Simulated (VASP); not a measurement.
Write the native input for VASP 6.6.1 that does the following.

```yaml
Task: single point
Functional: PBE
Potentials_or_basis: VASP PAW PBE potentials, release 64 (Ru_pv)
Cutoff: 520 eV
k_mesh: 20 × 20 × 20
Occupations: gaussian, width 0.15 eV
Spin: no spin polarisation
Dipole_correction: no
Further_INCAR_settings: ALGO = Fast; EDIFF = 1e-06; NBANDS = 13
```

The structure of Ru lies in POSCAR:

```
Ru
1.0
    0.0666779414      2.0336772120      2.0336772120
    2.0336772120      0.0666779414      2.0336772120
    2.0336772120      2.0336772120      0.0666779414
Ru
1
Direct
    0.0000000000      0.0000000000      0.0000000000
```

These files were run (other wordings do the same):

INCAR

```
SYSTEM = Ru
  PREC = Accurate
  ENCUT = 520
  EDIFF = 1E-6
  ISMEAR = 0
  SIGMA = 0.15
  LREAL = .FALSE.
  LASPH = .TRUE.
  NELM = 80
  ALGO = Fast
  ISIF = 2
  LWAVE = .FALSE.
  LCHARG = .FALSE.
  GGA = PE
  NBANDS = 13
```

KPOINTS

```
regular mesh
0
G
  20 20 20
  0 0 0
```

Potentials or basis: VASP PAW PBE potentials, release 64 (Ru_pv).

Launch:

```sh
$ cat potpaw_PBE.64/Ru_pv/POTCAR > POTCAR
$ mpirun -np 1 vasp_std > vasp.out
```

It gave:

- Pressure: -30.5 GPa
- Band gap on the k mesh: zero (band 7 reaches 11.69 eV, above the bottom of band 8 at 9.04 eV)

It took 95 s on 1 thread of AMD EPYC 9R45 96-Core Processor (Zen 5) (shared host), peak memory 0.23 GiB.
